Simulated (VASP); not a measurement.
Write the native input for VASP 6.6.1 that does the following.

```
Task                   : single point
Functional             : PBE
Dispersion             : D3(BJ)
Potentials or basis    : VASP PAW PBE potentials, release 64 (Se, W_sv)
Cutoff                 : 520 eV
k mesh                 : 12 × 12 × 1
Occupations            : gaussian, width 0.05 eV
Spin                   : no spin polarisation
Dipole correction      : yes
Further INCAR settings : ALGO = Normal; EDIFF = 1e-07; NBANDS = 20
```

The structure of WSe2 lies in POSCAR:

```
WSe2
1.0
    3.2899984500      0.0000000000      0.0000000000
   -1.6449992300      2.8492222400      0.0000000000
    0.0000000000      0.0000000000     20.3462602100
Se W
2 1
Direct
    0.3333333300      0.6666666700      0.4177671922
    0.3333333300      0.6666666700      0.5822328078
    0.6666666700      0.3333333300      0.5000000000
```

The input as run:

INCAR

```
ALGO = Normal
DIPOL = 0.5 0.5 0.500
EDIFF = 1E-7
ENCUT = 520
GGA = PE
IDIPOL = 3
ISIF = 2
ISMEAR = 0
IVDW = 12
LASPH = T
LCHARG = T
LDIPOL = T
LELF = T
LREAL = F
LVACPOTAV = T
LVHAR = T
LWAVE = F
NBANDS = 20
NELM = 60
PREC = Accurate
SIGMA = 0.05
```

KPOINTS

```
k-points
0
Gamma
  12 12 1
```

Potentials or basis: VASP PAW PBE potentials, release 64 (Se, W_sv).

Launch:

```bash
$ cat potpaw_PBE.64/Se/POTCAR potpaw_PBE.64/W_sv/POTCAR > POTCAR
$ mpirun -np 1 vasp_std > vasp.out
```

Results of the run:

```yaml
Largest_force: 0.222 eV/Å
Band_gap_on_the_k_mesh: 1.63 eV
Dispersion_energy_per_atom: -0.338 eV
```

Caveat: spin-orbit coupling is left out, which moves the levels of the heavy elements.

Wall time 90 s on 1 thread of Intel(R) Xeon(R) Platinum 8488C (Sapphire Rapids), with other jobs on the host, peak memory 0.32 GiB.
